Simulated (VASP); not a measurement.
Here is a VASP 6.6.1 calculation.

File INCAR:

```
ALGO = Normal ; EDIFF = 1E-6
ENCUT = 520 ; ISIF = 2
ISMEAR = 0 ; LASPH = True
LCHARG = False ; LREAL = False
LWAVE = False ; NBANDS = 16
NELM = 80 ; PREC = Accurate
SIGMA = 0.01
```

KPOINTS

```
k-points
0
Gamma
  8 8 8
```

Contents of POSCAR:

```
ZnSe
1.0
    2.6845291621      2.6845291621      0.0000000000
   -2.6845291621      2.6845291621      0.0000000000
    0.0000000000      2.6845291621      2.6845291621
Zn Se
1 1
Direct
    0.0000000000      0.0000000000      0.0000000000
    0.7500000000      0.2500000000      0.5000000000
```

Potentials or basis: VASP PAW LDA potentials, release 64 (Zn, Se).

Run with:

```console
$ cat potpaw_LDA.64/Zn/POTCAR potpaw_LDA.64/Se/POTCAR > POTCAR
$ mpirun -np 1 vasp_std > vasp.out
```

**Question.** What does it give for the pressure?

**Answer.** 10.6 GPa.

**Question.** Estimate the band gap on the k mesh.

**Answer.** 1.77 eV, direct.
